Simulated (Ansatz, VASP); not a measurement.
# One calculation of SrAg3, two programs

The input INCAR:

```
PREC = Accurate ; ENCUT = 520
EDIFF = 1E-7 ; ISMEAR = 0
SIGMA = 0.05 ; LREAL = F
LASPH = T ; NELM = 100
ALGO = Fast ; ISIF = 2
LWAVE = F ; LCHARG = T
GGA = PE ; LELF = T
LVHAR = T ; NBANDS = 30
```

The input KPOINTS:

```
regular mesh
0
Gamma
  8 8 8
```

The input POSCAR:

```
SrAg3
1.0
    4.5708679551      0.0000000000      0.0000000000
    0.0000000000      4.5708679551      0.0000000000
    0.0000000000      0.0000000000      4.5708679551
Sr Ag
1 3
Direct
    0.0000000000      0.0000000000      0.0000000000
    0.0000000000      0.5000000000      0.5000000000
    0.5000000000      0.5000000000      0.0000000000
    0.5000000000      0.0000000000      0.5000000000
```

Input for Ansatz:

```yaml
crystal:
  lattice:
    - [4.5708679551, 0.0, 0.0]
    - [0.0, 4.5708679551, 0.0]
    - [0.0, 0.0, 4.5708679551]
  atoms:
    - { symbol: Sr, position: [0.0, 0.0, 0.0] }
    - { symbol: Ag, position: [0.0, 0.5, 0.5] }
    - { symbol: Ag, position: [0.5, 0.5, 0.0] }
    - { symbol: Ag, position: [0.5, 0.0, 0.5] }
basis:
  ecutwfc: 420
  ecutrho_ratio: 4
kpoints:
  mp_grid: { grid: [8, 8, 8] }
hamiltonian:
  xc: pbe
scf:
  occupations: { method: gaussian, width: 0.05 }
output:
  forces: true
  stress: true
  eigenvalues: true
```

Alike in both runs: task single point; functional PBE; k mesh 8 × 8 × 8; occupations gaussian, width 0.05 eV; no spin polarisation.

```csv
,VASP,Ansatz
version,VASP 6.6.1,Ansatz 0.2.0
potentials or method,"VASP PAW PBE potentials, release 64 (Sr_sv, Ag), cutoff 520 eV","scalar-relativistic, plane waves, PAW"
valence electrons in the cell,43,67
```

```tsv
	VASP	Ansatz	Ansatz less VASP
gap on the k mesh at the Fermi level (eV)	none	none	-
pressure (GPa)	0.1	0.0	-0.12
```

A gap of «none» marks a metal or a gap that the smearing closes. VASP's potentials hold 43 valence electrons a cell and Ansatz's 67, so a difference there can come from the potentials and not from the codes.
